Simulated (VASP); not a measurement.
Write the native input for VASP 6.6.1 that does the following.

```yaml
Task: single point
Functional: RPBE
Potentials_or_basis: VASP PAW PBE potentials, release 64 (Zn)
Cutoff: 520 eV
k_mesh: 12 × 12 × 12
Occupations: fermi-dirac, width 0.05 eV
Spin: no spin polarisation
Dipole_correction: no
Further_INCAR_settings: ALGO = Fast; EDIFF = 1e-07; NBANDS = 12
```

The structure of Zn lies in POSCAR:

```
Zn
1.0
    0.0000000000      1.9941792390      1.9941792390
    1.9941792390      0.0000000000      1.9941792390
    1.9941792390      1.9941792390      0.0000000000
Zn
1
Direct
    0.0000000000      0.0000000000      0.0000000000
```

These files were run (other wordings do the same):

INCAR

```
PREC = Accurate
ENCUT = 520
EDIFF = 1E-7
ISMEAR = -1
SIGMA = 0.05
LREAL = False
LASPH = True
NELM = 60
ALGO = Fast
ISIF = 2
LWAVE = False
LCHARG = False
GGA = RP
NBANDS = 12
```

KPOINTS

```
regular mesh
0
Gamma
  12 12 12
```

Potentials or basis: VASP PAW PBE potentials, release 64 (Zn).

Command:

```console
$ cat potpaw_PBE.64/Zn/POTCAR > POTCAR
$ mpirun -np 1 vasp_std > vasp.out
```

It gave:

* Pressure: 0.2 GPa
* Band gap on the k mesh: zero (band 6 reaches 5.15 eV, above the bottom of band 7 at 1.51 eV)

Caveat: the PAW data sets were made with another functional, which shifts forces and pressure a little.

It took 19 s on 1 thread of Intel(R) Xeon(R) Platinum 8259CL CPU @ 2.50GHz (Skylake/Cascade Lake) (shared host), peak memory 0.14 GiB.
